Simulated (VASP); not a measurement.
Ag:

```
CELL_PARAMETERS angstrom
-1.57249 1.57249 1.47021
1.57249 -1.57249 1.47021
1.57249 1.57249 -1.47021
ATOMIC_POSITIONS crystal
Ag 0.00000 0.00000 0.00000
```

* Program: VASP 6.6.1
* Task: relaxation of cell and atoms
* Functional: PBE
* Potentials or basis: VASP PAW PBE potentials, release 64 (Ag)
* Cutoff: 600 eV
* k mesh: 10 × 10 × 10
* Occupations: gaussian, width 0.1 eV
* Spin: no spin polarisation

At the start: pressure 34.2 GPa; volume 14.54 Å³/atom.

Where does the relaxation end?

Over 6 steps the energy falls by 297.2 meV/atom and the volume is 18.01 Å³/atom (+23.9 %); space group I4/mmm (No. 139, to 0.05 Å).

The path:
```csv
step,energy change (eV),largest force (eV/Å),pressure (GPa),volume (Å³)
1,0.0000,0.0000,34.18,14.54
2,-0.1367,0.0000,-9.70,22.10
3,-0.2927,0.0000,-0.30,18.08
4,-0.2927,0.0000,0.03,18.01
5,-0.2942,0.0000,0.04,18.01
6,-0.2972,0.0000,0.05,18.01
```

Final structure:
```cif
data_structure
_symmetry_space_group_name_H-M 'P 1'
_symmetry_Int_Tables_number 1
_cell_length_a 2.8679
_cell_length_b 2.8679
_cell_length_c 2.8679
_cell_angle_alpha 106.592
_cell_angle_beta 106.592
_cell_angle_gamma 115.397
_cell_volume 18.01
loop_
_atom_site_label
_atom_site_type_symbol
_atom_site_fract_x
_atom_site_fract_y
_atom_site_fract_z
_atom_site_occupancy
Ag1 Ag 0.00000 0.00000 0.00000 1
```

Caveat: the volume moved by over 15 % at a fixed basis, so the end points are rough.
